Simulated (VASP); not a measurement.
# CuAu (P4/mmm) in VASP: electric field gradients with PBE

Aim: the electric field gradients of CuAu with PBE.

All numbers are computed with VASP 6.6.1; they aren't measurements. Logs are shortened: lines on timing, memory, paths and dates and some standing lists are left out, and cuts for length are marked.

## 1. The cell of the first run

Symmetry: P4/mmm, No. 123, tetragonal system. The conventional cell has a = 2.909 Å, b = 2.909 Å, c = 3.543 Å, α = 90.00°, β = 90.00°, γ = 90.00°. Within 3.6 Å of Cu (site symmetry 4/mmm) lie 8 Au at 2.71 Å and 6 Cu at 2.91 to 3.54 Å. Au (site symmetry 4/mmm) has 8 Cu at 2.71 Å and 6 Au at 2.91 to 3.54 Å within 3.6 Å.

## 2. Electric field gradients, PBE

INCAR

```
SYSTEM = CuAu
ALGO = Normal
EDIFF = 1E-8
ENCUT = 520
GGA = PE
ISIF = 2
ISMEAR = -1
LASPH = .True.
LCHARG = .False.
LEFG = .True.
LREAL = .False.
LWAVE = .False.
NBANDS = 18
NELM = 100
PREC = Accurate
SIGMA = 0.05
```

KPOINTS

```
k-points
0
Gamma
  15 15 11
  0 0 0
```

POSCAR

```
CuAu
1.0
    2.9092952427      0.0000000000      0.0000000000
    0.0000000000      2.9092952427      0.0000000000
    0.0000000000      0.0000000000      3.5425161056
Cu Au
1 1
Direct
    0.5000000000      0.5000000000      0.5000000000
    0.0000000000      0.0000000000      0.0000000000
```

Potentials or basis: VASP PAW PBE potentials, release 64 (Cu, Au).

Started as:

```
$ cat potpaw_PBE.64/Cu/POTCAR potpaw_PBE.64/Au/POTCAR > POTCAR
$ mpirun -np 1 vasp_std > vasp.out
```

OUTCAR:

```text
SYSTEM = CuAu
   EDIFF = 1E-8
   ENCUT = 520
   GGA = PE
   ISIF = 2
   ISMEAR = -1
   LASPH = .True.
   LREAL = .False.
   NELM = 100
   PREC = Accurate

 ion  position               nearest neighbor table
   1  0.500  0.500  0.500-   2 2.71   2 2.71   2 2.71   2 2.71   2 2.71   2 2.71   2 2.71   2 2.71

   2  0.000  0.000  0.000-   1 2.71   1 2.71   1 2.71   1 2.71   1 2.71   1 2.71   1 2.71   1 2.71

  LATTYP: Found a simple tetragonal cell.
 ALAT       =     2.9092952427
 C/A-ratio  =     1.2176543836

  Lattice vectors:

 A1 = (   2.9092952427,   0.0000000000,   0.0000000000)
 A2 = (   0.0000000000,   2.9092952427,   0.0000000000)
 A3 = (   0.0000000000,   0.0000000000,   3.5425161056)

Analysis of symmetry for initial positions (statically):
=====================================================================
 Subroutine PRICEL returns:
 Original cell was already a primitive cell.

 Routine SETGRP: Setting up the symmetry group for a
 simple tetragonal supercell.

 Subroutine GETGRP returns: Found 16 space group operations
 (whereof 16 operations were pure point group operations)
 out of a pool of 16 trial point group operations.

The static configuration has the point symmetry D_4h.

Analysis of symmetry for dynamics (positions and initial velocities):
=====================================================================
 Subroutine PRICEL returns:
 Original cell was already a primitive cell.

 Routine SETGRP: Setting up the symmetry group for a
 simple tetragonal supercell.

 Subroutine GETGRP returns: Found 16 space group operations
 (whereof 16 operations were pure point group operations)
 out of a pool of 16 trial point group operations.

The dynamic configuration has the point symmetry D_4h.

 Subroutine INISYM returns: Found 16 space group operations
 (whereof 16 operations are pure point group operations),
 and found     1 'primitive' translations

----------------------------------------------------------------------------------------

                                     Primitive cell

  volume of cell :      29.9839

  direct lattice vectors                    reciprocal lattice vectors
[... 121 lines left out ...]
 maximum number of plane-waves:       825
 NGX is ok and might be reduce to    24
   NGX = 11   NGY = 11   NGZ = 13

 number of electron      21.9999989 magnetization

 Free energy of the ion-electron system (eV)
  ---------------------------------------------------
  ext. energy  EPLUGINS =         0.00000000
  ---------------------------------------------------
  free energy    TOTEN  =        -7.06566695 eV

  energy without entropy =       -7.06090586  energy(sigma->0) =       -7.06328641

 E-fermi :   8.2775     XC(G=0): -12.4927

 val. band max:        8.2700442549   @ k =   0.4667   0.0667   0.2727
 cond. band min:       8.2792661468   @ k =   0.4667   0.2000   0.0000
 fundamental gap:      0.0092218919
 Fermi energy:         8.2774648825

 k-point     1 :       0.0000    0.0000    0.0000
  band No.  band energies     occupation
      1      -1.1751      2.00000
      2       2.0713      2.00000
      3       2.1751      2.00000
      4       4.2809      2.00000
      5       4.2809      2.00000
      6       5.0959      2.00000
[... 481 lines left out ...]
      5       3.9322      2.00000
      6       4.5219      2.00000
[... 10 lines left out ...]
     17      23.0588      0.00000
     18      23.1870      0.00000

 [... further k-points ...]

------------------------ aborting loop because EDIFF is reached ----------------------------------------

  FORCE on cell =-STRESS in cart. coord.  units (eV):
  Direction    XX          YY          ZZ          XY          YZ          ZX
  --------------------------------------------------------------------------------------
  -------------------------------------------------------------------------------------
  Total        0.0035768      0.0035768      0.0134237      0.0000000     -0.0000000      0.0000000
  in kB        0.1911262      0.1911262      0.7172893      0.0000000     -0.0000000      0.0000000
  external PRESSURE =       0.3665139 kB  Pullay stress =       0.0000000 kB

 VOLUME and BASIS-vectors are now :
 -----------------------------------------------------------------------------
  energy-cutoff  :      520.00
  volume of cell :       29.98
      direct lattice vectors                 reciprocal lattice vectors
     2.909295243  0.000000000  0.000000000     0.343725857  0.000000000  0.000000000
     0.000000000  2.909295243  0.000000000     0.000000000  0.343725857  0.000000000
     0.000000000  0.000000000  3.542516106     0.000000000  0.000000000  0.282285237

 POSITION                                       TOTAL-FORCE (eV/Angst)
 -----------------------------------------------------------------------------------
      1.45465      1.45465      1.77126         0.000000      0.000000      0.000000
      0.00000      0.00000      0.00000         0.000000      0.000000      0.000000
 -----------------------------------------------------------------------------------
    total drift:                                0.000000      0.000000     -0.000000

  FREE ENERGIE OF THE ION-ELECTRON SYSTEM (eV)
  ---------------------------------------------------
  free  energy   TOTEN  =        -7.0656669485 eV

  energy  without entropy=       -7.0609058635  energy(sigma->0) =       -7.06328641

 Electric field gradients (V/A^2)
---------------------------------------------------------------------
 ion       V_xx      V_yy      V_zz      V_xy      V_xz      V_yz
---------------------------------------------------------------------
   1       3.788     3.788    -7.577     0.000     0.000     0.000
   2     -30.369   -30.369    60.738    -0.000    -0.000     0.000
---------------------------------------------------------------------

 Electric field gradients after diagonalization (V/A^2)
 (convention: |V_zz| > |V_xx| > |V_yy|)
----------------------------------------------------------------------
 ion       V_xx      V_yy      V_zz     asymmetry (V_yy - V_xx)/ V_zz
----------------------------------------------------------------------
   1       3.788     3.788    -7.577       0.000
   2     -30.369   -30.369    60.738       0.000
----------------------------------------------------------------------

           NMR quadrupolar parameters

 Cq : quadrupolar parameter    Cq=e*Q*V_zz/h
 eta: asymmetry parameters     (V_yy - V_xx)/ V_zz
 Q  : nuclear electric quadrupole moment in mb (millibarn)
----------------------------------------------------------------------
 ion       Cq(MHz)       eta       Q (mb)
----------------------------------------------------------------------
   1      -0.018       0.000       1.000
   2       0.147       0.000       1.000
----------------------------------------------------------------------
```

OSZICAR:

```text
N       E                     dE             d eps       ncg     rms          rms(c)
DAV:   1     0.131402370794E+03    0.13140E+03   -0.10948E+04  8292   0.172E+03
DAV:   2    -0.264174570665E+01   -0.13404E+03   -0.12541E+03  7878   0.297E+02
DAV:   3    -0.796343640224E+01   -0.53217E+01   -0.51700E+01  9030   0.692E+01
DAV:   4    -0.803889887845E+01   -0.75462E-01   -0.75407E-01  9720   0.689E+00
DAV:   5    -0.804081063186E+01   -0.19118E-02   -0.19117E-02 10052   0.113E+00    0.109E+01
DAV:   6    -0.760955049142E+01    0.43126E+00   -0.79281E+00  8366   0.771E+01    0.556E+00
DAV:   7    -0.711650656482E+01    0.49304E+00   -0.28621E+00  9548   0.808E+01    0.521E+00
DAV:   8    -0.707374691423E+01    0.42760E-01   -0.18022E-01 11482   0.940E+00    0.268E+00
DAV:   9    -0.706616242653E+01    0.75845E-02   -0.22502E-02 11774   0.382E+00    0.175E-01
DAV:  10    -0.706568249074E+01    0.47994E-03   -0.39132E-03 11518   0.953E-01    0.967E-02
DAV:  11    -0.706567503533E+01    0.74554E-05   -0.14078E-04 11820   0.304E-01    0.334E-02
DAV:  12    -0.706566745683E+01    0.75785E-05   -0.23413E-05 11728   0.136E-01    0.709E-03
DAV:  13    -0.706566699980E+01    0.45704E-06   -0.77000E-07 10726   0.915E-03    0.232E-03
DAV:  14    -0.706566696209E+01    0.37704E-07   -0.12479E-07 10150   0.392E-03    0.297E-04
DAV:  15    -0.706566695039E+01    0.11705E-07   -0.59436E-09  4438   0.232E-03    0.183E-04
DAV:  16    -0.706566694845E+01    0.19345E-08   -0.11260E-09  4238   0.691E-04
   1 F= -.70656669E+01 E0= -.70632864E+01  d E =-.476108E-02
```

stdout:

```text
POSCAR found type information on POSCAR CuAu
 POSCAR found :  2 types and       2 ions
 scaLAPACK will be used
 LDA part: xc-table for (Slater+PW92), standard interpolation
 POSCAR, INCAR and KPOINTS ok, starting setup
 FFT: planning ... GRIDC
 FFT: planning ... GRID_SOFT
 FFT: planning ... GRID
 WAVECAR not read
 entering main loop
ion   1

ion   2
```

Run time: 96 s. Hardware: 1 thread of Intel Xeon 8259CL, shared host; peak memory 0.24 GiB.

What came out:

```yaml
Free_energy: -7.0657 eV
Pressure: 0.0 GPa
Band_gap_on_the_k_mesh: zero (bands 11 and 12 overlap by 6.21 eV)
Largest_electric_field_gradient_by_atom: Cu -7.6; Au +60.7 V/Å²
```

Levels at points of the mesh, in eV from the Fermi level:
| k point | band 8 | band 9 | band 10 | band 11 | band 12 | band 13 | band 14 | band 15 |
| --- | --- | --- | --- | --- | --- | --- | --- | --- |
| (0.00, 0.00, 0.00) | -2.01 | -1.65 | -1.46 | -1.46 | 3.25 | 9.03 | 9.03 | 9.11 |

Electric field gradients, principal values (V/Å²):
```
atom    least   middle  greatest (by size)
1 Cu    3.788    3.788              -7.577
2 Au  -30.369  -30.369              60.738
```

Caveat: without QUAD_EFG the Cq values of the log hold for a quadrupole moment of 1 mb, not for the nuclei; spin-orbit coupling is left out, which moves the levels of the heavy elements.
